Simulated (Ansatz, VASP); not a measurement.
# SiC16 in VASP and in Ansatz

File INCAR:

```
PREC = Accurate ; ENCUT = 520
EDIFF = 1E-6 ; ISMEAR = 0
SIGMA = 0.05 ; LREAL = Auto
LASPH = T ; NELM = 150
ALGO = Normal ; ISIF = 2
LWAVE = F ; LCHARG = T
ISPIN = 2 ; MAGMOM = 0 0 0 0 0 0 0 0 0 0 0 0 0 0 0 0 2
LORBIT = 11 ; LDIPOL = T
IDIPOL = 3 ; DIPOL = 0.5 0.5 0.310
GGA = PE ; IVDW = 12
LELF = T ; LVHAR = T
LVACPOTAV = T ; NBANDS = 52
```

File KPOINTS:

```
Automatic mesh
0
Gamma
  6 6 1
```

POSCAR

```
SiC16
1.0
    4.9298676323      0.0000000000      0.0000000000
    0.0000000000      4.4224271195      0.0000000000
    0.0000000000      0.0000000000     22.6937497910
C Si
16 1
Direct
    0.2500000000      0.4155274488      0.1762599851
    0.7500000000      0.4155274488      0.1762599851
    0.0000000000      0.5195584910      0.2001803947
    0.5000000000      0.5195584910      0.2001803947
    0.0000000000      0.7272227621      0.2480852155
    0.5000000000      0.7272227621      0.2480852155
    0.2500000000      0.8312538043      0.2720056251
    0.7500000000      0.8312538043      0.2720056251
    0.2500000000      0.0442051686      0.3198734326
    0.7500000000      0.0442051686      0.3198734326
    0.0000000000      0.1500808487      0.3425973485
    0.5000000000      0.1500808487      0.3425973485
    0.0000000000      0.3779776253      0.3900566375
    0.5000000000      0.3779776253      0.3900566375
    0.2500000000      0.4764186278      0.4095290499
    0.7500000000      0.4764186278      0.4095290499
    0.2500000000      0.9764186278      0.5593500373
```

Input for Ansatz:

```yaml
crystal:
  lattice:
    - [4.9298676323, 0.0, 0.0]
    - [0.0, 4.4224271195, 0.0]
    - [0.0, 0.0, 22.693749791]
  atoms:
    - { symbol: C, position: [0.25, 0.4155274488, 0.1762599851] }
    - { symbol: C, position: [0.75, 0.4155274488, 0.1762599851] }
    - { symbol: C, position: [0.0, 0.519558491, 0.2001803947] }
    - { symbol: C, position: [0.5, 0.519558491, 0.2001803947] }
    - { symbol: C, position: [0.0, 0.7272227621, 0.2480852155] }
    - { symbol: C, position: [0.5, 0.7272227621, 0.2480852155] }
    - { symbol: C, position: [0.25, 0.8312538043, 0.2720056251] }
    - { symbol: C, position: [0.75, 0.8312538043, 0.2720056251] }
    - { symbol: C, position: [0.25, 0.0442051686, 0.3198734326] }
    - { symbol: C, position: [0.75, 0.0442051686, 0.3198734326] }
    - { symbol: C, position: [0.0, 0.1500808487, 0.3425973485] }
    - { symbol: C, position: [0.5, 0.1500808487, 0.3425973485] }
    - { symbol: C, position: [0.0, 0.3779776253, 0.3900566375] }
    - { symbol: C, position: [0.5, 0.3779776253, 0.3900566375] }
    - { symbol: C, position: [0.25, 0.4764186278, 0.4095290499] }
    - { symbol: C, position: [0.75, 0.4764186278, 0.4095290499] }
    - { symbol: Si, position: [0.25, 0.9764186278, 0.5593500373], spin: 2.0 }
basis:
  ecutwfc: 420
kpoints:
  mp_grid: { grid: [6, 6, 1] }
hamiltonian:
  xc: pbe
  pseudopotentials: { kind: paw, azcp: { folder: soft_1 } }
  dispersion: d3bj
scf:
  occupations: { method: gaussian, width: 0.05 }
output:
  forces: true
  eigenvalues: true
  populations: true
magnetization:
  spin_polarized: true
efield:
  axis: 3
  dipole_correction: true
  ramp_width: 0.04
```

Alike in both runs: task single point; functional PBE; dispersion D3(BJ); k mesh 6 × 6 × 1; occupations gaussian, width 0.05 eV; collinear spin.

|  | VASP | Ansatz |
| --- | --- | --- |
| version | VASP 6.6.1 | Ansatz 0.2.0 |
| potentials or method | VASP PAW PBE potentials, release 64 (C, Si), cutoff 520 eV | scalar-relativistic, plane waves, PAW |
| valence electrons in the cell | 68 | 68 |

```csv
,VASP,Ansatz,Ansatz less VASP
gap on the k mesh at the Fermi level (eV),none,none,-
rms of the force components (eV/Å),0.907,0.889,-0.0177
net moment per atom (μB),0.15,0.12,-0.028
size of the moment on the site where the two differ most (μB),0.14,1.42,+1.286
"work function, face that differs most (eV)",4.70,5.18,+0.483
```

Site moments also hang on the region over which each program counts them. Atom by atom the forces differ by 0.122 eV/Å (rms over components). A gap of «none» marks a metal or a gap that the smearing closes.
